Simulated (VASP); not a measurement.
## TiCo: single point with r2SCAN

Crystal: TiCo.

```xyz
4
Lattice="2.9629 0.0000 0.0000 0.0000 2.9629 0.0000 0.0000 0.0000 5.9772" Properties=species:S:1:pos:R:3 pbc="T T T"
Co    0.0000    2.9629    0.0000
Co    0.0000    2.9629    2.9886
Ti    1.4815    1.4815    1.4943
Ti    1.4815    1.4815    4.4829
```

```json
{
 "Program": "VASP 6.6.1",
 "Task": "single point",
 "Functional": "r2SCAN",
 "Potentials or basis": "VASP PAW PBE potentials, release 64 (Co, Ti_sv)",
 "Cutoff": "520 eV",
 "k mesh": "14 × 14 × 7",
 "Occupations": "gaussian, width 0.1 eV",
 "Spin": "collinear spin, antiferromagnetic start",
 "Starting moments": "[2.0, -2.0, 0.0, 0.0] μB"
}
```

| Quantity | Value |
| --- | --- |
| Pressure | 2.4 GPa |
| Band gap on the k mesh | zero (filled and empty bands overlap) |
| Net moment | 0.00 μB per cell |
| Site moments | Co +1.29, -1.29; Ti +0.00 μB |
| Valence electrons inside the program's atomic spheres | Co 8.35; Ti 10.27 |

Stress tensor (GPa, compression positive):
```
3.56 0.00 0.00
0.00 3.56 0.00
0.00 0.00 0.03
```

Levels at points of the mesh, in eV from the Fermi level:
Spin up:
```
           k point  band 19  band 20  band 21  band 22  band 23  band 24
(0.00, 0.00, 0.00)    -1.49    -1.20    -0.63    -0.32     0.90     0.90
(0.50, 0.00, 0.00)    -1.38    -0.60     0.28     0.47     0.49     0.80
(0.50, 0.50, 0.00)    -2.18    -1.62     0.55     0.55     1.01     1.04
```
Spin down:
| k point | band 18 | band 19 | band 20 | band 21 | band 22 | band 23 | band 24 | band 25 |
| --- | --- | --- | --- | --- | --- | --- | --- | --- |
| (0.00, 0.00, 0.00) | -1.49 | -1.49 | -1.20 | -0.63 | -0.32 | 0.90 | 0.90 | 1.18 |
| (0.50, 0.00, 0.00) | -1.52 | -1.38 | -0.60 | 0.28 | 0.47 | 0.49 | 0.80 | 0.88 |
| (0.50, 0.50, 0.00) | -2.18 | -2.18 | -1.62 | 0.55 | 0.55 | 1.01 | 1.04 | 1.39 |

It took 67 min on 1 thread of Oxide Virtual Turin-like Processor, with other jobs on the host, peak memory 0.43 GiB.

Caveat: the antiferromagnetic order is the one typed at the start, and another may lie lower; the PAW data sets were made with another functional, which shifts forces and pressure a little.
